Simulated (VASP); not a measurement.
Input of a VASP 6.6.1 run:

Contents of INCAR:

```
SYSTEM = Re
PREC     = Accurate       ! precision mode
ENCUT    = 520            ! plane-wave cutoff, eV
EDIFF    = 1E-7           ! SCF threshold, eV
ISMEAR   = -1             ! smearing method
SIGMA    = 0.08           ! smearing width, eV
LREAL    = .FALSE.        ! projectors in reciprocal space
LASPH    = .TRUE.         ! aspherical terms in the spheres
NELM     = 100            ! most SCF steps
ALGO     = Normal         ! electronic algorithm
ISIF     = 2              ! what is computed and relaxed
LWAVE    = .FALSE.        ! write WAVECAR
LCHARG   = .TRUE.         ! write CHGCAR
GGA      = PE             ! functional
LELF     = .TRUE.         ! ELF
LVHAR    = .TRUE.       
NBANDS   = 10             ! bands
```

The input KPOINTS:

```
regular mesh
0
G
  15 15 15
  0 0 0
```

Contents of POSCAR:

```
Re
1.0
    2.4706808905      0.0000000000      0.0000000000
    0.0000000000      2.4706808905      0.0000000000
    0.0000000000      0.0000000000      2.4706808905
Re
1
Direct
    0.0000000000      0.0000000000      0.0000000000
```

Potentials or basis: VASP PAW PBE potentials, release 64 (Re).

Run with:

```sh
$ cat potpaw_PBE.64/Re/POTCAR > POTCAR
$ mpirun -np 1 vasp_std > vasp.out
```

(1) Estimate the pressure.

Results:

(1) 42.2 GPa.
